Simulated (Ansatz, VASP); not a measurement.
## One calculation of HgSe, two programs

POSCAR

```
HgSe
1.0
    0.0000000000      2.9998851442      2.9998851442
    2.9998851442      0.0000000000      2.9998851442
    2.9998851442      2.9998851442      0.0000000000
Hg Se
1 1
Direct
    0.0000000000      0.0000000000      0.0000000000
    0.2500000000      0.2500000000      0.2500000000
```

File INCAR.step1:

```
SYSTEM = HgSe
  ALGO = Normal
  EDIFF = 1E-5
  ENCUT = 400
  GGA = PE
  GGA_COMPAT = .FALSE.
  ISIF = 2
  ISMEAR = -1
  LASPH = .TRUE.
  LCHARG = .FALSE.
  LREAL = .FALSE.
  LWAVE = .TRUE.
  NBANDS = 16
  NELM = 120
  PREC = Accurate
  SIGMA = 0.02
```

The input INCAR.step2:

```
SYSTEM = HgSe
  ALGO = Normal
  EDIFF = 1E-6
  ENCUT = 400
  GGA = PE
  GGA_COMPAT = .FALSE.
  HFSCREEN = 0.2079
  ISIF = 2
  ISMEAR = -1
  ISTART = 1
  LASPH = .TRUE.
  LCHARG = .FALSE.
  LHFCALC = .TRUE.
  LREAL = .FALSE.
  LWAVE = .FALSE.
  NBANDS = 16
  NELM = 120
  PREC = Accurate
  PRECFOCK = Normal
  SIGMA = 0.02
```

Contents of KPOINTS:

```
k-points
0
G
  6 6 6
  0 0 0
```

Input for Ansatz:

```yaml
crystal:
  lattice:
    - [0.0, 2.9998851442, 2.9998851442]
    - [2.9998851442, 0.0, 2.9998851442]
    - [2.9998851442, 2.9998851442, 0.0]
  atoms:
    - { symbol: Hg, position: [0.0, 0.0, 0.0] }
    - { symbol: Se, position: [0.25, 0.25, 0.25] }
kpoints:
  mp_grid: { grid: [6, 6, 6] }
  band_path:
    path:
      - [0.0, 0.0, 0.0]
      - [-0.5, -0.5, 0.0]
      - [-0.375, -0.375, 0.25]
      - [-0.375, 0.0, 0.375]
      - [0.0, 0.0, 0.5]
      - [-0.5, -0.25, 0.25]
    npoints: 1
hamiltonian:
  xc: hse06
scf:
  occupations: { method: fermi_dirac, width: 0.02 }
  n_extra_bands: 4
output:
  forces: true
  stress: true
  eigenvalues: true
  write_density: true
  write_potential: true
  elf: true
  volumetric_format: npy
```

Change from the starting cell: hydrostatic strain -3.0%.

Alike in both runs: task single point; functional HSE06; k mesh 6 × 6 × 6; occupations fermi-dirac, width 0.02 eV; no spin polarisation.

```csv
,VASP,Ansatz
version,VASP 6.6.1,Ansatz 0.2.0
potentials or method,"VASP PAW PBE potentials, release 64 (Hg, Se)","plane waves, PAW"
plane-wave cutoff (eV),400,420
valence electrons in the cell,18,36
```

|  | VASP | Ansatz | Ansatz less VASP |
| --- | --- | --- | --- |
| pressure (GPa) | 5.8 | 5.6 | -0.21 |

The functional is the same, so the differences come from potentials, cutoffs and numerics. VASP's potentials hold 18 valence electrons a cell and Ansatz's 36, so a difference there can come from the potentials and not from the codes. Ansatz's warnings: filled band counts differ across k points, stress exchange threshold loose, stress scf threshold loose.

Spin-orbit coupling is off throughout.
